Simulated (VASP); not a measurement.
Crystal: ZrN.

```
Zr N
1.0
     0.00000    2.34256    2.34256
     2.34256    0.00000    2.34256
     2.34256    2.34256    0.00000
Zr N
1 1
Direct
  0.00000 0.00000 0.00000
  0.50000 0.50000 0.50000
```

Base run:

```yaml
Program: VASP 6.6.1
Functional: PBE
Potentials_or_basis: VASP PAW PBE potentials, release 64 (Zr_sv, N)
Cutoff: 600 eV
k_mesh: 18 × 18 × 18
Occupations: gaussian, width 0.15 eV
Spin: collinear spin
Starting_moments: "[0.8, 0.0] μB"
Fixed_moment: 0.8 μB
```

Its results: pressure -9.1 GPa; site moments Zr +0.46; N +0.07 μB.

Q: The run is repeated on the same cell with these changes: fixed moment from 0.8 μB to 0.6 μB; moments at the start from [0.8, 0.0] to [0.6, 0.0]. What comes out?

A: Pressure -10.7 GPa; site moments Zr +0.35; N +0.05 μB.

Caveats: the cell stands under tension; the total moment is fixed, so each spin has its own Fermi level and the state may be an excited one.
